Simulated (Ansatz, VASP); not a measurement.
## YbB2 in VASP and in Ansatz

```xyz
3
Lattice="3.2503 0.0000 0.0000 -1.6252 2.8148 0.0000 0.0000 0.0000 3.7315" Properties=species:S:1:pos:R:3 pbc="T T T"
Yb    0.0000    0.0000    0.0000
B     1.6252    0.9383    1.8658
B     0.0000    1.8766    1.8658
```

Alike in both runs: task single point; functional PBE; k mesh 9 × 9 × 7; occupations fermi-dirac, width 0.05 eV; collinear spin.

```csv
,VASP,Ansatz
version,VASP 6.6.1,Ansatz 0.2.0
potentials or method,"VASP PAW PBE potentials, release 64 (Yb, B)",Ansatz PAW
plane-wave cutoff (eV),520,420
valence electrons in the cell,30,30
```

VASP gave:

| Quantity | Value |
| --- | --- |
| gap on the k mesh at the Fermi level (eV) | none |
| pressure (GPa) | 2.3 |
| traceless stress, the component that is largest in VASP (GPa) | 5.62 |
| net moment per atom (μB) | 0.01 |

Estimate Ansatz's values.

gap on the k mesh at the Fermi level (eV): none; pressure (GPa): 2.3; traceless stress, the component that is largest in VASP (GPa): 5.55; net moment per atom (μB): 0.00.

A gap of «none» marks a metal or a gap that the smearing closes.

Neither program's run includes spin-orbit coupling.
